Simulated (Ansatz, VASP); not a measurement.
**Two plane-wave programs on Au**

```
Au
1.0
     2.85382    0.00000    0.00000
     0.00000    2.85382    0.00000
     0.00000    0.00000    2.85382
Au
1
Direct
  0.00000 0.00000 0.00000
```

Alike in both runs: task single point; functional PBE; k mesh 13 × 13 × 13; occupations fermi-dirac, width 0.1 eV; no spin polarisation.

|  | VASP | Ansatz |
| --- | --- | --- |
| version | VASP 6.6.1 | Ansatz 0.2.0 |
| potentials or method | VASP PAW PBE potentials, release 64 (Au), cutoff 520 eV | plane waves (420 eV) with PAW, scalar-relativistic |
| valence electrons in the cell | 11 | 19 |

```tsv
	VASP	Ansatz	Ansatz less VASP
pressure (GPa)	-8.7	-8.6	+0.09
```

The functional is the same, so the differences come from potentials, cutoffs and numerics. VASP's potentials hold 11 valence electrons a cell and Ansatz's 19, so a difference there can come from the potentials and not from the codes.

Neither program's run includes spin-orbit coupling.
